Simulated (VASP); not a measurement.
# MnO2 (C2/m) in VASP: single point with LDA+U

Aim: the single point of MnO2 with LDA+U.

All numbers are computed with VASP 6.6.1; they aren't measurements. Logs are shortened: lines on timing, memory, paths and dates and some standing lists are left out, and cuts for length are marked.

## (1) The cell of the first run

It takes space group C2/m (No. 12, monoclinic). Conventional cell: a = 4.861 Å, b = 2.980 Å, c = 3.427 Å, α = 90.00°, β = 90.04°, γ = 90.00°. Mn (site symmetry 2/m) has 6 O at 1.81 to 2.01 Å within 2.4 Å. Within 2.4 Å of O (site symmetry m) lie 3 Mn at 1.81 to 2.01 Å and 3 O at 2.16 to 2.33 Å.

## (2) Single point, LDA+U

The input, INCAR:

```
SYSTEM = MnO2
  PREC = Accurate
  ENCUT = 520
  EDIFF = 1E-7
  ISMEAR = 0
  SIGMA = 0.05
  LREAL = .False.
  LASPH = .True.
  NELM = 150
  ALGO = Normal
  ISIF = 2
  LWAVE = .False.
  LCHARG = .True.
  LMAXMIX = 4
  LDAU = .True.
  LDAUTYPE = 2
  LDAUL = 2 -1
  LDAUU = 2 0
  LDAUJ = 0 0
  LDAUPRINT = 1
  GGA = CA
  LELF = .True.
  LVHAR = .True.
  NBANDS = 20
```

The input, KPOINTS:

```
Automatic mesh
0
Gamma
  7 7 6
  0 0 0
```

The input, POSCAR:

```
MnO2
1.0
    2.4302502300     -1.4897917300      0.0000000000
    2.4302502300      1.4897917300      0.0000000000
   -0.0023926100      0.0000000000      3.4271624400
Mn O
1 2
Direct
    0.0000000000      0.0000000000      0.0000000000
    0.6879000000      0.6879000000      0.2889000000
    0.3121000000      0.3121000000      0.7111000000
```

Potentials or basis: VASP PAW LDA potentials, release 64 (Mn_pv, O).

The run is started by

```
$ cat potpaw_LDA.64/Mn_pv/POTCAR potpaw_LDA.64/O/POTCAR > POTCAR
$ mpirun -np 1 vasp_std > vasp.out
```

OUTCAR:

```text
SYSTEM = MnO2
   PREC = Accurate
   ENCUT = 520
   EDIFF = 1E-7
   ISMEAR = 0
   LREAL = .False.
   LASPH = .True.
   NELM = 150
   ISIF = 2
   GGA = CA

 ion  position               nearest neighbor table
   1  0.000  0.000  0.000-   2 1.81   3 1.81   2 2.01   2 2.01   3 2.01   3 2.01
   2  0.688  0.688  0.289-   1 1.81   1 2.01   1 2.01
   3  0.312  0.312  0.711-   1 1.81   1 2.01   1 2.01

  LATTYP: Found a base centered monoclinic cell.
 ALAT       =     4.8605004600
 B/A-ratio  =     0.6130198905
 C/A-ratio  =     0.7051050202
 COS(beta)  =    -0.0006981313

  Lattice vectors:

 A1 = (   2.4302502300,  -1.4897917300,   0.0000000000)
 A2 = (   2.4302502300,   1.4897917300,   0.0000000000)
 A3 = (  -0.0023926100,   0.0000000000,   3.4271624400)

Analysis of symmetry for initial positions (statically):
=====================================================================
 Subroutine PRICEL returns:
 Original cell was already a primitive cell.

 Routine SETGRP: Setting up the symmetry group for a
 base centered monoclinic supercell.

 Subroutine GETGRP returns: Found  4 space group operations
 (whereof  4 operations were pure point group operations)
 out of a pool of  4 trial point group operations.

The static configuration has the point symmetry C_2h.

Analysis of symmetry for dynamics (positions and initial velocities):
=====================================================================
 Subroutine PRICEL returns:
 Original cell was already a primitive cell.

 Routine SETGRP: Setting up the symmetry group for a
 base centered monoclinic supercell.

 Subroutine GETGRP returns: Found  4 space group operations
 (whereof  4 operations were pure point group operations)
 out of a pool of  4 trial point group operations.

The dynamic configuration has the point symmetry C_2h.

 Subroutine INISYM returns: Found  4 space group operations
 (whereof  4 operations are pure point group operations),
 and found     1 'primitive' translations

----------------------------------------------------------------------------------------

                                     Primitive cell

  volume of cell :      24.8165

  direct lattice vectors                    reciprocal lattice vectors
     2.430250230 -1.489791730  0.000000000     0.205740131 -0.335617382  0.000143634
     2.430250230  1.489791730  0.000000000     0.205740131  0.335617382  0.000143634
    -0.002392610  0.000000000  3.427162440     0.000000000  0.000000000  0.291786578

  length of vectors
     2.850543032  2.850543032  3.427163275     0.393659814  0.393659814  0.291786578

  position of ions in fractional coordinates (direct lattice)
     0.000000000  0.000000000  0.000000000
     0.687900000  0.687900000  0.288900000
     0.312100000  0.312100000  0.711100000

  ion indices of the primitive-cell ions
   primitive index   ion index
                 1           1
                 2           2
                 3           3

----------------------------------------------------------------------------------------

 KPOINTS: Automatic mesh

Automatic generation of k-mesh.
 Grid dimensions read from file:
 generate k-points for:    7    7    6

 Generating k-lattice:

  Cartesian coordinates                     Fractional coordinates (reciprocal lattice)
     0.029391447 -0.047945340  0.000020519     0.142857143  0.000000000  0.000000000
     0.029391447  0.047945340  0.000020519     0.000000000  0.142857143  0.000000000
     0.000000000  0.000000000  0.048631096     0.000000000  0.000000000  0.166666667

  Length of vectors
     0.056237116  0.056237116  0.048631096

  Shift w.r.t. Gamma in fractional coordinates (k-lattice)
     0.000000000  0.000000000  0.000000000

[... 39 lines left out ...]
   NGXF,Y,Z  is equivalent  to a cutoff of  27.99, 27.99, 27.16 a.u.
 SYSTEM =  MnO2
   PREC   = accura    normal or accurate (medium, high low for compatibility)
   ISTART =      0    job   : 0-new  1-cont  2-samecut
   ICHARG =      2    charge: 1-file 2-atom 10-const
   ISPIN  =      1    spin polarized calculation?
   LNONCOLLINEAR =      F non collinear calculations
   LSORBIT =      F    spin-orbit coupling
   LASPH  =      T    aspherical Exc in radial PAW
   ENCUT  =  520.0 eV  38.22 Ry    6.18 a.u.   5.30  5.30  6.37*2*pi/ulx,y,z
   NELM   =    150;   NELMIN=  2; NELMDL= -5     # of ELM steps
   EDIFF  = 0.1E-06   stopping-criterion for ELM
   LREAL  =      F    real-space projection
   EDIFFG = 0.1E-05   stopping-criterion for IOM
   NSW    =      0    number of steps for IOM
   IBRION =     -1    ionic relax: 0-MD 1-quasi-New 2-CG
   NFREE  =      0    steps in history (QN), initial steepest desc. (CG)
   ISIF   =      2    stress and relaxation
   ISYM   =      2    0-nonsym 1-usesym 2-fastsym
   POTIM  = 0.5000    time-step for ionic-motion
   TEBEG  =    0.0;   TEEND  =   0.0 temperature during run
   PSTRESS=    0.0 pullay stress
   NELECT =      25.0000    total number of electrons
   NUPDOWN=      -1.0000    fix difference up-down
   EMIN   =  10.00;   EMAX   =-10.00  energy-range for DOS
   EFERMI =   0.00;   METHOD = LEGACY
   ISMEAR =     0;   SIGMA  =   0.05  broadening in eV -4-tet -1-fermi 0-gaus
   EFERMI_NEDOS =   21; number of points for ismear=-14 and -15
   IALGO  =     38    algorithm
   IMIX   =      4    mixing-type and parameters
     AMIX     =   0.40;   BMIX     =  1.00
     AMIX_MAG =   1.60;   BMIX_MAG =  1.00
  volume/ion in A,a.u.               =       8.27        55.82
  Fermi-wavevector in a.u.,A,eV,Ry     =   1.641123  3.101272 36.644356  2.693284
  Thomas-Fermi vector in A             =   2.731646
   LORBIT       =      0    0 simple, 1 ext, 2 COOP (PROOUT), +10 PAW based schemes
 LDA+U is selected, type is set to LDAUTYPE =  2
   angular momentum for each species LDAUL =     2   -1
   U (eV)           for each species LDAUU =   2.0  0.0
   J (eV)           for each species LDAUJ =   0.0  0.0
   GGA     = CA    functional components
   LHFCALC =     F    Hartree Fock is set to
   AEXX    =    0.0000 exact exchange contribution
   IVDW    =     0    specifies the selected vdW correction
   LEPSILON=     F    determine dielectric tensor
   LRPA    =     F    only Hartree local field effects (RPA)
 non-spin polarized calculation
 Gauss-broadening in eV      SIGMA  =   0.05
  energy-cutoff  :      520.00
  volume of cell :       24.82
 maximum number of plane-waves:       689
 NGX is ok and might be reduce to    24
   NGX = 11   NGY = 11   NGZ = 13

atom =   1  type =  1  l = 2

 onsite density matrix

spin component  1

  0.4010 -0.0848  0.0000  0.0000  0.0000
 -0.0848  0.4767  0.0000  0.0000  0.0000
  0.0000  0.0000  0.5170  0.0974  0.0939
  0.0000  0.0000  0.0974  0.5461  0.1303
  0.0000  0.0000  0.0939  0.1303  0.6127

spin component  2

  0.4010 -0.0848  0.0000  0.0000  0.0000
 -0.0848  0.4767  0.0000  0.0000  0.0000
  0.0000  0.0000  0.5170  0.0974  0.0939
  0.0000  0.0000  0.0974  0.5461  0.1303
  0.0000  0.0000  0.0939  0.1303  0.6127

 occupancies and eigenvectors

  o =  0.3460  v = -0.8388 -0.5444  0.0000  0.0000  0.0000  0.0000  0.0000  0.0000  0.0000  0.0000      0.0000  0.0000  0.0000  0.0000  0.0000  0.0000  0.0000  0.0000  0.0000  0.0000
  o =  0.3460  v =  0.0000  0.0000  0.0000  0.0000  0.0000 -0.8388 -0.5444  0.0000  0.0000  0.0000      0.0000  0.0000  0.0000  0.0000  0.0000  0.0000  0.0000  0.0000  0.0000  0.0000
  o =  0.4295  v =  0.0000  0.0000 -0.5964  0.7661 -0.2395  0.0000  0.0000  0.0000  0.0000  0.0000      0.0000  0.0000  0.0000  0.0000  0.0000  0.0000  0.0000  0.0000  0.0000  0.0000
  o =  0.4295  v =  0.0000  0.0000  0.0000  0.0000  0.0000  0.0000  0.0000 -0.5964  0.7661 -0.2395      0.0000  0.0000  0.0000  0.0000  0.0000  0.0000  0.0000  0.0000  0.0000  0.0000
  o =  0.4644  v =  0.0000  0.0000  0.0000  0.0000  0.0000  0.0000  0.0000  0.6631  0.3021 -0.6849      0.0000  0.0000  0.0000  0.0000  0.0000  0.0000  0.0000  0.0000  0.0000  0.0000
  o =  0.4644  v =  0.0000  0.0000  0.6631  0.3021 -0.6849  0.0000  0.0000  0.0000  0.0000  0.0000      0.0000  0.0000  0.0000  0.0000  0.0000  0.0000  0.0000  0.0000  0.0000  0.0000
  o =  0.5317  v = -0.5444  0.8388  0.0000  0.0000  0.0000  0.0000  0.0000  0.0000  0.0000  0.0000      0.0000  0.0000  0.0000  0.0000  0.0000  0.0000  0.0000  0.0000  0.0000  0.0000
  o =  0.5317  v =  0.0000  0.0000  0.0000  0.0000  0.0000 -0.5444  0.8388  0.0000  0.0000  0.0000      0.0000  0.0000  0.0000  0.0000  0.0000  0.0000  0.0000  0.0000  0.0000  0.0000
  o =  0.7819  v =  0.0000  0.0000 -0.4524 -0.5673 -0.6881  0.0000  0.0000  0.0000  0.0000  0.0000      0.0000  0.0000  0.0000  0.0000  0.0000  0.0000  0.0000  0.0000  0.0000  0.0000
  o =  0.7819  v =  0.0000  0.0000  0.0000  0.0000  0.0000  0.0000  0.0000 -0.4524 -0.5673 -0.6881      0.0000  0.0000  0.0000  0.0000  0.0000  0.0000  0.0000  0.0000  0.0000  0.0000

 number of electron      24.9999993 magnetization

 Free energy of the ion-electron system (eV)
  ---------------------------------------------------
  ext. energy  EPLUGINS =         0.00000000
  ---------------------------------------------------
  free energy    TOTEN  =       -21.88138047 eV

  energy without entropy =      -21.87419442  energy(sigma->0) =      -21.87778745

 E-fermi :   6.6906     XC(G=0): -13.4700

 val. band max:        6.6906195289   @ k =  -0.4286   0.4286   0.3333
 cond. band min:       6.6950841660   @ k =   0.4286   0.4286   0.5000
 fundamental gap:      0.0044646371
 Fermi energy:         6.6906484221

 k-point     1 :       0.0000    0.0000    0.0000
  band No.  band energies     occupation
      1     -42.1007      2.00000
      2     -41.2831      2.00000
      3     -41.2540      2.00000
      4     -13.9290      2.00000
      5      -9.7088      2.00000
      6      -0.4710      2.00000
[... 541 lines left out ...]
     19      23.2319      0.00000
     20      24.1115      0.00000

 [... further k-points ...]

------------------------ aborting loop because EDIFF is reached ----------------------------------------

  FORCE on cell =-STRESS in cart. coord.  units (eV):
  Direction    XX          YY          ZZ          XY          YZ          ZX
  --------------------------------------------------------------------------------------
  -------------------------------------------------------------------------------------
  Total       -4.3941473     -2.8188530      3.4322821      0.0000000      0.0000000     -0.9806742
  in kB     -283.6899521   -181.9875925    221.5911038      0.0000000      0.0000000    -63.3131742
  external PRESSURE =     -81.3621469 kB  Pullay stress =       0.0000000 kB

 VOLUME and BASIS-vectors are now :
 -----------------------------------------------------------------------------
  energy-cutoff  :      520.00
  volume of cell :       24.82
      direct lattice vectors                 reciprocal lattice vectors
     2.430250230 -1.489791730  0.000000000     0.205740131 -0.335617382  0.000143634
     2.430250230  1.489791730  0.000000000     0.205740131  0.335617382  0.000143634
    -0.002392610  0.000000000  3.427162440     0.000000000  0.000000000  0.291786578

 POSITION                                       TOTAL-FORCE (eV/Angst)
 -----------------------------------------------------------------------------------
      0.00000      0.00000      0.00000        -0.000000      0.000000      0.000000
      3.34285      0.00000      0.99011        -0.655703      0.000000     -3.138243
      1.51526      0.00000      2.43706         0.655703      0.000000      3.138243
 -----------------------------------------------------------------------------------
    total drift:                                0.000000      0.000000      0.000000

  FREE ENERGIE OF THE ION-ELECTRON SYSTEM (eV)
  ---------------------------------------------------
  free  energy   TOTEN  =       -21.8813804739 eV

  energy  without entropy=      -21.8741944188  energy(sigma->0) =      -21.87778745
```

It took 68 s on 1 thread of AMD EPYC 7R43 (Zen 3), shared host; peak memory 0.12 GiB.

What came out:

* Free energy: -21.8814 eV
* Pressure: -8.1 GPa
* Largest force: 3.206 eV/Å

Forces on the atoms (eV/Å):
```
Mn   0.000  0.000  0.000
O   -0.656  0.000 -3.138
O    0.656  0.000  3.138
```

Levels at points of the mesh, in eV from the Fermi level:
| k point | band 11 | band 12 | band 13 | band 14 | band 15 | band 16 |
| --- | --- | --- | --- | --- | --- | --- |
| (0.00, 0.00, 0.00) | -0.95 | -0.75 | -0.18 | 0.60 | 2.23 | 2.85 |
| (0.00, 0.00, 0.50) | -2.38 | -1.04 | -0.96 | 0.64 | 3.31 | 3.53 |

Eigenvalues of the final occupation matrices:
```
    site  spin  trace               eigenvalues
site 1 d     1   2.55  0.35 0.43 0.46 0.53 0.78
site 1 d     2   2.55  0.35 0.43 0.46 0.53 0.78
```

Caveat: an odd number of electrons without spin polarisation forces a metal; a magnetic or distorted state may lie lower; the run has no spin polarisation, though such a crystal can be magnetic; U without spin polarisation on a metal has little footing.
